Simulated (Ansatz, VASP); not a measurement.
Given: the input of a run of VASP 6.6.1 on SnTe.

File INCAR:

```
SYSTEM = SnTe
PREC = Accurate
ENCUT = 520
EDIFF = 1E-6
ISMEAR = -1
SIGMA = 0.05
LREAL = .FALSE.
LASPH = .TRUE.
NELM = 150
ALGO = Normal
ISIF = 2
LWAVE = .FALSE.
LCHARG = .FALSE.
MAGMOM = 0 0 0 0 0 0
LORBIT = 11
LSORBIT = .TRUE.
GGA_COMPAT = .FALSE.
LORBMOM = .TRUE.
GGA = PE
NBANDS = 32
```

File KPOINTS:

```
Automatic mesh
0
G
  7 7 7
  0 0 0
```

The input POSCAR:

```
SnTe
1.0
    0.0000000000      3.1082657258      3.1082657258
    3.1082657258      0.0000000000      3.1082657258
    3.1082657258      3.1082657258      0.0000000000
Te Sn
1 1
Direct
    0.5000000000      0.5000000000      0.5000000000
    0.0000000000      0.0000000000      0.0000000000
```

Potentials or basis: VASP PAW PBE potentials, release 64 (Te, Sn_d).

Launch:

```bash
$ cat potpaw_PBE.64/Te/POTCAR potpaw_PBE.64/Sn_d/POTCAR > POTCAR
$ mpirun -np 1 vasp_ncl > vasp.out
```

**Question.** Set up the same calculation for Ansatz 0.2.0. Potentials there: Ansatz PAW.

**Answer.** As run (the cutoff follows the program's own potentials):

File input.yaml:

```yaml
crystal:
  lattice:
    - [0.0, 3.1082657258, 3.1082657258]
    - [3.1082657258, 0.0, 3.1082657258]
    - [3.1082657258, 3.1082657258, 0.0]
  atoms:
    - { symbol: Te, position: [0.5, 0.5, 0.5] }
    - { symbol: Sn, position: [0.0, 0.0, 0.0] }
hamiltonian:
  xc: pbe
  pseudopotentials: { kind: paw_fr }
magnetization:
  noncollinear: true
  spin_orbit: true
kpoints:
  mp_grid: { grid: [7, 7, 7] }
scf:
  occupations: { method: fermi_dirac, width: 0.05 }
output:
  forces: true
  stress: true
  eigenvalues: true
```

Potentials or basis: Ansatz PAW.

Run with:

```bash
$ ansatz run input.yaml --threads 2 --pin off --max-ram 5120MiB --backend cpu --events-out ev --progress --plain --runs-dir out
```

Both were run:

|  | VASP | Ansatz | Ansatz less VASP |
| --- | --- | --- | --- |
| pressure (GPa) | 4.4 | 4.4 | 0.00 |
| net moment per atom (μB) | 0.00 | 0.00 | 0.000 |

The functional is the same, so the differences come from potentials, cutoffs and numerics. VASP's potentials hold 20 valence electrons a cell and Ansatz's 30, so a difference there can come from the potentials and not from the codes.
